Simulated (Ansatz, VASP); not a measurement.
**Two plane-wave programs on Rh**

The input INCAR:

```
SYSTEM = Rh
ALGO = Normal
EDIFF = 1E-6
ENCUT = 520
GGA = PE
ISIF = 2
ISMEAR = -1
LASPH = .TRUE.
LCHARG = .FALSE.
LREAL = .FALSE.
LWAVE = .FALSE.
NBANDS = 38
NELM = 80
PREC = Accurate
SIGMA = 0.05
```

The input KPOINTS:

```
k-points
0
G
  11 11 3
  0 0 0
```

The input POSCAR:

```
Rh
1.0
    2.7445373327      0.0000000000      0.0000000000
   -1.3722686664      2.3768390518      0.0000000000
    0.0000000000      0.0000000000      8.9706251171
Rh
4
Direct
    0.6666666667      0.3333333333      0.7500000000
    0.0000000000      0.0000000000      0.5000000000
    0.3333333333      0.6666666667      0.2500000000
    0.0000000000      0.0000000000      0.0000000000
```

The input input.yaml:

```yaml
crystal:
  lattice:
    - [2.7445373327, 0.0, 0.0]
    - [-1.3722686664, 2.3768390518, 0.0]
    - [0.0, 0.0, 8.9706251171]
  atoms:
    - { symbol: Rh, position: [0.6666666667, 0.3333333333, 0.75] }
    - { symbol: Rh, position: [0.0, 0.0, 0.5] }
    - { symbol: Rh, position: [0.3333333333, 0.6666666667, 0.25] }
    - { symbol: Rh, position: [0.0, 0.0, 0.0] }
hamiltonian:
  xc: pbe
  pseudopotentials: { kind: paw }
kpoints:
  mp_grid: { grid: [11, 11, 3] }
scf:
  occupations: { method: fermi_dirac, width: 0.05 }
output:
  forces: true
  stress: true
  eigenvalues: true
  write_density: true
  write_potential: true
  elf: true
  volumetric_format: npy
```

Alike in both runs: task single point; functional PBE; k mesh 11 × 11 × 3; occupations fermi-dirac, width 0.05 eV; no spin polarisation.

|  | VASP | Ansatz |
| --- | --- | --- |
| version | VASP 6.6.1 | Ansatz 0.2.0 |
| potentials or method | VASP PAW PBE potentials, release 64 (Rh_pv) | Ansatz PAW |
| plane-wave cutoff (eV) | 520 | 420 |
| valence electrons in the cell | 60 | 68 |

```tsv
	VASP	Ansatz	Ansatz less VASP
gap on the k mesh at the Fermi level (eV)	none	none	-
pressure (GPa)	-8.9	-8.9	-0.03
traceless stress, the component that is largest in VASP (GPa)	-0.93	-0.94	-0.006
```

A gap of «none» marks a metal or a gap that the smearing closes. With one functional, cell and mesh, what is left measures potentials, basis and numerics. VASP's potentials hold 60 valence electrons a cell and Ansatz's 68, so a difference there can come from the potentials and not from the codes.
